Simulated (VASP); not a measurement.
# TiCo: single point with r2SCAN

Crystal: TiCo.

```
CELL_PARAMETERS angstrom
0.00000 2.41500 2.41500
2.41500 0.00000 2.41500
2.41500 2.41500 0.00000
ATOMIC_POSITIONS crystal
Ti 0.00000 0.00000 0.00000
Co 0.75000 0.75000 0.75000
```

```json
{
  "Program": "VASP 6.6.1",
  "Task": "single point",
  "Functional": "r2SCAN",
  "Potentials or basis": "VASP PAW PBE potentials, release 64 (Ti_sv, Co)",
  "Cutoff": "520 eV",
  "k mesh": "6 × 6 × 6",
  "Occupations": "gaussian, width 0.1 eV",
  "Spin": "collinear spin, ferromagnetic start",
  "Starting moments": "[0.0, 3.0] μB",
  "Dipole correction": "no",
  "Further INCAR settings": "ALGO = Normal; EDIFF = 1e-07; NBANDS = 22"
}
```

```json
{"Pressure": "40.5 GPa", "Net moment": "0.67 μB per cell", "Site moments": "Ti +0.45; Co +0.14 μB", "Valence electrons inside the program's atomic spheres": "Ti 10.75; Co 8.91"}
```

Levels at points of the mesh, in eV from the Fermi level:
Spin up:
```tsv
k point	band 8	band 9	band 10	band 11	band 12	band 13	band 14	band 15
(0.00, 0.00, 0.00)	-2.20	-2.20	-2.20	0.89	0.89	0.89	3.85	3.85
(0.50, 0.00, 0.00)	-2.63	-2.30	-2.30	-0.66	1.77	1.77	3.58	3.58
(0.50, 0.50, 0.00)	-2.26	-1.26	-0.55	-0.55	2.38	3.25	3.63	3.63
```
Spin down:
| k point | band 6 | band 7 | band 8 | band 9 | band 10 | band 11 | band 12 | band 13 | band 14 | band 15 |
| --- | --- | --- | --- | --- | --- | --- | --- | --- | --- | --- |
| (0.00, 0.00, 0.00) | -2.62 | -2.62 | -1.95 | -1.95 | -1.95 | 1.29 | 1.29 | 1.29 | 4.09 | 4.09 |
| (0.50, 0.00, 0.00) | -2.50 | -2.50 | -2.47 | -2.08 | -2.08 | -0.29 | 2.07 | 2.07 | 3.95 | 3.95 |
| (0.50, 0.50, 0.00) | -3.63 | -2.03 | -2.03 | -1.28 | -0.22 | -0.10 | 2.76 | 3.41 | 4.06 | 4.06 |

Run time: 2.8 min on 1 thread of Intel(R) Xeon(R) Platinum 8375C CPU @ 2.90GHz (Ice Lake), on a shared host, peak memory 0.19 GiB.

Caveat: the k points lie up to 0.38 Å⁻¹ apart; the PAW data sets were made with another functional, which shifts forces and pressure a little.
